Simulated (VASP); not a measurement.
# Si (a cell with a defect) in VASP: single point with PBEsol

Aim: the single point of Si (a cell with a defect) with PBEsol.

Everything below comes from runs of VASP 6.6.1. Logs are shortened: lines on timing, memory, paths and dates and some standing lists are left out, and cuts for length are marked.

## Step 1: The cell of the first run

The cell holds a defect, 17 atoms: a = 7.679 Å, b = 7.679 Å, c = 7.679 Å, α = 60.00°, β = 60.00°, γ = 60.00°.

## Step 2: Single point, PBEsol

Contents of INCAR:

```
  PREC = Accurate
  ENCUT = 520
  EDIFF = 1E-7
  ISMEAR = 0
  SIGMA = 0.05
  LREAL = Auto
  LASPH = T
  NELM = 80
  ALGO = Normal
  ISIF = 2
  LWAVE = F
  LCHARG = T
  GGA = PS
  LELF = T
  LVHAR = T
  NBANDS = 48
```

Contents of KPOINTS:

```
regular mesh
0
Gamma
  2 2 2
```

Contents of POSCAR:

```
Si
1.0
    0.0000000000      5.4300000000      5.4300000000
    5.4300000000      0.0000000000      5.4300000000
    5.4300000000      5.4300000000      0.0000000000
Si
17
Direct
   -0.0110722516      0.0026805009      0.0033065475
    0.0987986961      0.1334770226      0.1338687424
   -0.0110859109      0.0026923596      0.5051003297
    0.1291266277      0.1068252169      0.6320310554
   -0.0104041282      0.5046348183      0.0028925882
    0.1300193393      0.6314262045      0.1069345882
    0.0790642158      0.4734494206      0.4737486171
    0.1299966123      0.6314379201      0.6316355623
    0.4712384841      0.0088221626      0.0099895743
    0.6165078723      0.1236047721      0.1245720042
    0.5035238343     -0.0410345045      0.5187706083
    0.6164954826      0.1236113261      0.6353552243
    0.5044677197      0.5176632517     -0.0404738470
    0.6171464877      0.6341685510      0.1243561029
    0.5044420222      0.5176806592      0.5183768412
    0.6972163439      0.6007585521      0.6010203797
    0.4902007927      0.3360265762      0.3369044215
```

Potentials or basis: VASP PAW PBE potentials, release 64 (Si).

The run is started by

```
$ cat potpaw_PBE.64/Si/POTCAR > POTCAR
$ mpirun -np 1 vasp_std > vasp.out
```

OUTCAR:

```text
PREC = Accurate
   ENCUT = 520
   EDIFF = 1E-7
   ISMEAR = 0
   LREAL = Auto
   LASPH = T
   NELM = 80
   ISIF = 2
   GGA = PS

 ion  position               nearest neighbor table
   1  0.989  0.003  0.003-   2 2.33   4 2.33   6 2.33  10 2.34
   2  0.099  0.133  0.134-   5 2.33   1 2.33   3 2.33   9 2.34
   3  0.989  0.003  0.505-   2 2.33   4 2.33   8 2.33  12 2.34
   4  0.129  0.107  0.632-   1 2.33   3 2.33   7 2.35  11 2.35
   5  0.990  0.505  0.003-   2 2.33   8 2.33   6 2.33  14 2.34
   6  0.130  0.631  0.107-   5 2.33   1 2.33   7 2.35  13 2.35
   7  0.079  0.473  0.474-   4 2.35   8 2.35   6 2.35  16 2.39  17 2.58
   8  0.130  0.631  0.632-   5 2.33   3 2.33   7 2.35  15 2.35
   9  0.471  0.009  0.010-   2 2.34  12 2.35  10 2.35  14 2.35
  10  0.617  0.124  0.125-   1 2.34   9 2.35  17 2.40  13 2.48  11 2.48
  11  0.504  0.959  0.519-  16 2.30   4 2.35  17 2.48  10 2.48  12 2.48
  12  0.616  0.124  0.635-   3 2.34   9 2.35  17 2.40  15 2.48  11 2.48
  13  0.504  0.518  0.960-  16 2.30   6 2.35  17 2.48  14 2.48  10 2.48
  14  0.617  0.634  0.124-   5 2.34   9 2.35  17 2.40  13 2.48  15 2.48
  15  0.504  0.518  0.518-  16 2.30   8 2.35  17 2.48  14 2.48  12 2.48
  16  0.697  0.601  0.601-  11 2.30  15 2.30  13 2.30   7 2.39
  17  0.490  0.336  0.337-  12 2.40  10 2.40  14 2.40  11 2.48  15 2.48  13 2.48   7 2.58

  LATTYP: Found a face centered cubic cell.
 ALAT       =    10.8600000000

  Lattice vectors:

 A1 = (   0.0000000000,   5.4300000000,   5.4300000000)
 A2 = (   5.4300000000,   0.0000000000,   5.4300000000)
 A3 = (   5.4300000000,   5.4300000000,   0.0000000000)

Analysis of symmetry for initial positions (statically):
=====================================================================
 Subroutine PRICEL returns:
 Original cell was already a primitive cell.

 Routine SETGRP: Setting up the symmetry group for a
 face centered cubic supercell.

 Subroutine GETGRP returns: Found  1 space group operations
 (whereof  1 operations were pure point group operations)
 out of a pool of 48 trial point group operations.

The static configuration has the point symmetry C_1 .

Analysis of symmetry for dynamics (positions and initial velocities):
=====================================================================
 Subroutine PRICEL returns:
 Original cell was already a primitive cell.

 Routine SETGRP: Setting up the symmetry group for a
 face centered cubic supercell.

 Subroutine GETGRP returns: Found  1 space group operations
 (whereof  1 operations were pure point group operations)
 out of a pool of 48 trial point group operations.

The dynamic configuration has the point symmetry C_1 .

 Subroutine INISYM returns: Found  1 space group operations
 (whereof  1 operations are pure point group operations),
 and found     1 'primitive' translations

----------------------------------------------------------------------------------------

                                     Primitive cell

  volume of cell :     320.2060

  direct lattice vectors                    reciprocal lattice vectors
     0.000000000  5.430000000  5.430000000    -0.092081031  0.092081031  0.092081031
     5.430000000  0.000000000  5.430000000     0.092081031 -0.092081031  0.092081031
     5.430000000  5.430000000  0.000000000     0.092081031  0.092081031 -0.092081031

  length of vectors
     7.679179644  7.679179644  7.679179644     0.159489025  0.159489025  0.159489025

  position of ions in fractional coordinates (direct lattice)
     0.988927748  0.002680501  0.003306548
     0.098798696  0.133477023  0.133868742
     0.988914089  0.002692360  0.505100330
     0.129126628  0.106825217  0.632031055
     0.989595872  0.504634818  0.002892588
     0.130019339  0.631426205  0.106934588
[... 9 lines left out ...]
     0.697216344  0.600758552  0.601020380
     0.490200793  0.336026576  0.336904422

  ion indices of the primitive-cell ions
   primitive index   ion index
                 1           1
                 2           2
                 3           3
                 4           4
                 5           5
                 6           6
[... 9 lines left out ...]
                16          16
                17          17

----------------------------------------------------------------------------------------

 KPOINTS: regular mesh

Automatic generation of k-mesh.
 Grid dimensions read from file:
 generate k-points for:    2    2    2

 Generating k-lattice:

  Cartesian coordinates                     Fractional coordinates (reciprocal lattice)
    -0.046040516  0.046040516  0.046040516     0.500000000  0.000000000  0.000000000
     0.046040516 -0.046040516  0.046040516     0.000000000  0.500000000  0.000000000
     0.046040516  0.046040516 -0.046040516     0.000000000  0.000000000  0.500000000

  Length of vectors
     0.079744512  0.079744512  0.079744512

  Shift w.r.t. Gamma in fractional coordinates (k-lattice)
     0.000000000  0.000000000  0.000000000

 Subroutine IBZKPT returns following result:
 ===========================================

 Found      8 irreducible k-points:

 Following reciprocal coordinates:
            Coordinates               Weight
  0.000000  0.000000  0.000000      1.000000
  0.500000  0.000000  0.000000      1.000000
  0.000000  0.500000  0.000000      1.000000
  0.000000  0.000000  0.500000      1.000000
  0.500000  0.500000  0.500000      1.000000
  0.500000  0.500000  0.000000      1.000000
  0.000000  0.500000  0.500000      1.000000
  0.500000  0.000000  0.500000      1.000000
   k-points           NKPTS =      8   k-points in BZ     NKDIM =      8   number of bands    NBANDS=     48
   number of dos      NEDOS =    301   number of ions     NIONS =     17
   total plane-waves  NPLWV = 216000
   dimension x,y,z NGX =    60 NGY =   60 NGZ =   60
   dimension x,y,z NGXF=   120 NGYF=  120 NGZF=  120
   ions per type =              17
   NGX,Y,Z   is equivalent  to a cutoff of  12.99, 12.99, 12.99 a.u.
   NGXF,Y,Z  is equivalent  to a cutoff of  25.98, 25.98, 25.98 a.u.
 SYSTEM =  unknown system
   PREC   = accura    normal or accurate (medium, high low for compatibility)
   ISTART =      0    job   : 0-new  1-cont  2-samecut
   ICHARG =      2    charge: 1-file 2-atom 10-const
   ISPIN  =      1    spin polarized calculation?
   LNONCOLLINEAR =      F non collinear calculations
   LSORBIT =      F    spin-orbit coupling
   LASPH  =      T    aspherical Exc in radial PAW
   ENCUT  =  520.0 eV  38.22 Ry    6.18 a.u.  14.28 14.28 14.28*2*pi/ulx,y,z
   NELM   =     80;   NELMIN=  2; NELMDL= -5     # of ELM steps
   EDIFF  = 0.1E-06   stopping-criterion for ELM
   LREAL  =      T    real-space projection
   EDIFFG = 0.1E-05   stopping-criterion for IOM
   NSW    =      0    number of steps for IOM
   IBRION =     -1    ionic relax: 0-MD 1-quasi-New 2-CG
   NFREE  =      0    steps in history (QN), initial steepest desc. (CG)
   ISIF   =      2    stress and relaxation
   ISYM   =      2    0-nonsym 1-usesym 2-fastsym
   POTIM  = 0.5000    time-step for ionic-motion
   TEBEG  =    0.0;   TEEND  =   0.0 temperature during run
   PSTRESS=    0.0 pullay stress
   NELECT =      68.0000    total number of electrons
   NUPDOWN=      -1.0000    fix difference up-down
   EMIN   =  10.00;   EMAX   =-10.00  energy-range for DOS
   EFERMI =   0.00;   METHOD = LEGACY
   ISMEAR =     0;   SIGMA  =   0.05  broadening in eV -4-tet -1-fermi 0-gaus
   EFERMI_NEDOS =   21; number of points for ismear=-14 and -15
   IALGO  =     38    algorithm
   IMIX   =      4    mixing-type and parameters
     AMIX     =   0.40;   BMIX     =  1.00
     AMIX_MAG =   1.60;   BMIX_MAG =  1.00
  volume/ion in A,a.u.               =      18.84       127.11
  Fermi-wavevector in a.u.,A,eV,Ry     =   0.976715  1.845724 12.979587  0.953973
  Thomas-Fermi vector in A             =   2.107356
   LORBIT       =      0    0 simple, 1 ext, 2 COOP (PROOUT), +10 PAW based schemes
   GGA     = PS    functional components
   LHFCALC =     F    Hartree Fock is set to
   AEXX    =    0.0000 exact exchange contribution
   IVDW    =     0    specifies the selected vdW correction
   LEPSILON=     F    determine dielectric tensor
   LRPA    =     F    only Hartree local field effects (RPA)
 non-spin polarized calculation
 Gauss-broadening in eV      SIGMA  =   0.05
  energy-cutoff  :      520.00
  volume of cell :      320.21
 maximum number of plane-waves:      8646
 NGX is ok and might be reduce to    60
   NGX = 29   NGY = 29   NGZ = 29

 number of electron      68.0000000 magnetization

 Free energy of the ion-electron system (eV)
  ---------------------------------------------------
  ext. energy  EPLUGINS =         0.00000000
  ---------------------------------------------------
  free energy    TOTEN  =       -93.67156745 eV

  energy without entropy =      -93.66097018  energy(sigma->0) =      -93.66626881

 E-fermi :   6.6750     XC(G=0):  -9.8256

 val. band max:        6.6023618740   @ k =   0.0000   0.0000   0.0000
 cond. band min:       6.6889042738   @ k =   0.5000   0.0000   0.5000
 fundamental gap:      0.0865423998
 Fermi energy:         6.6749934672

 k-point     1 :       0.0000    0.0000    0.0000
  band No.  band energies     occupation
      1      -6.2969      2.00000
      2      -3.9105      2.00000
      3      -3.6374      2.00000
      4      -3.6374      2.00000
      5      -3.4569      2.00000
      6      -2.8056      2.00000
[... 38 lines left out ...]
     45       8.3203      0.00000
     46       8.8015      0.00000

 k-point     2 :       0.5000    0.0000    0.0000
  band No.  band energies     occupation
      1      -5.8947      2.00000
      2      -4.9345      2.00000
      3      -3.5264      2.00000
      4      -3.4065      2.00000
      5      -3.4058      2.00000
      6      -3.0703      2.00000
[... 286 lines left out ...]
 k-point     8 :       0.5000    0.0000    0.5000
  band No.  band energies     occupation
      1      -5.6987      2.00000
      2      -4.7698      2.00000
      3      -4.0970      2.00000
      4      -3.8962      2.00000
      5      -3.8528      2.00000
      6      -3.6969      2.00000
[... 38 lines left out ...]
     45      10.1847      0.00000
     46      10.2883      0.00000
 [bands above 46 left out]

------------------------ aborting loop because EDIFF is reached ----------------------------------------

  FORCE on cell =-STRESS in cart. coord.  units (eV):
  Direction    XX          YY          ZZ          XY          YZ          ZX
  --------------------------------------------------------------------------------------
  -------------------------------------------------------------------------------------
  Total        4.8669631      4.8674646      4.8367962      0.8972146     -0.8908907      0.8908972
  in kB       24.3522532     24.3547626     24.2013105      4.4892878     -4.4576455      4.4576779
  external PRESSURE =      24.3027754 kB  Pullay stress =       0.0000000 kB

 VOLUME and BASIS-vectors are now :
 -----------------------------------------------------------------------------
  energy-cutoff  :      520.00
  volume of cell :      320.21
      direct lattice vectors                 reciprocal lattice vectors
     0.000000000  5.430000000  5.430000000    -0.092081031  0.092081031  0.092081031
     5.430000000  0.000000000  5.430000000     0.092081031 -0.092081031  0.092081031
     5.430000000  5.430000000  0.000000000     0.092081031  0.092081031 -0.092081031

 POSITION                                       TOTAL-FORCE (eV/Angst)
 -----------------------------------------------------------------------------------
      0.03251      5.38783      5.38443         0.000843      0.003062      0.002026
      1.45169      1.26338      1.26126         0.003124     -0.002778     -0.009338
      2.75731      8.11250      5.38442        -0.002957     -0.000735      0.002236
      4.01199      4.13309      1.28122         0.000772     -0.000856      0.004893
      2.75587      5.38921      8.11367        -0.000771      0.000815     -0.004497
      4.00930      1.28666      4.13465         0.003978      0.004487     -0.004123
[... 9 lines left out ...]
      6.52566      7.04943      7.04800        -0.011780      0.011827      0.012255
      3.65402      4.49118      4.48641        -0.000774      0.000649     -0.000253
 -----------------------------------------------------------------------------------
    total drift:                               -0.007275      0.006654      0.004950

  FREE ENERGIE OF THE ION-ELECTRON SYSTEM (eV)
  ---------------------------------------------------
  free  energy   TOTEN  =       -93.6715674468 eV

  energy  without entropy=      -93.6609701774  energy(sigma->0) =      -93.66626881
```

Run time: 4.2 min. Hardware: 1 thread of Intel Xeon Platinum 8259CL at 2.50GHz (Skylake/Cascade Lake), shared host; peak memory 0.47 GiB.

What came out:

- Free energy: -93.6716 eV
- Pressure: 2.4 GPa
- Largest force: 0.021 eV/Å
- Band gap on the k mesh: zero (bands 34 and 35 overlap by 0.09 eV)

Forces in eV/Å, atoms in the order of the input:
```
Si   0.001  0.003  0.002
Si   0.003 -0.003 -0.009
Si  -0.003 -0.001  0.002
Si   0.001 -0.001  0.005
Si  -0.001  0.001 -0.004
Si   0.004  0.004 -0.004
Si   0.010 -0.011 -0.008
Si  -0.004 -0.004 -0.004
Si  -0.002  0.002  0.000
Si   0.001  0.001  0.001
Si  -0.001  0.001  0.008
Si  -0.001 -0.002  0.001
Si   0.002  0.001 -0.001
Si   0.005 -0.005  0.000
Si  -0.002 -0.002 -0.001
Si  -0.012  0.012  0.012
Si  -0.001  0.001  0.000
```

Caveat: the k points lie up to 0.50 Å⁻¹ apart; the PAW data sets were made with another functional, which shifts forces and pressure a little.

The gap in the log of VASP goes by the Fermi energy; the results here count the filled bands.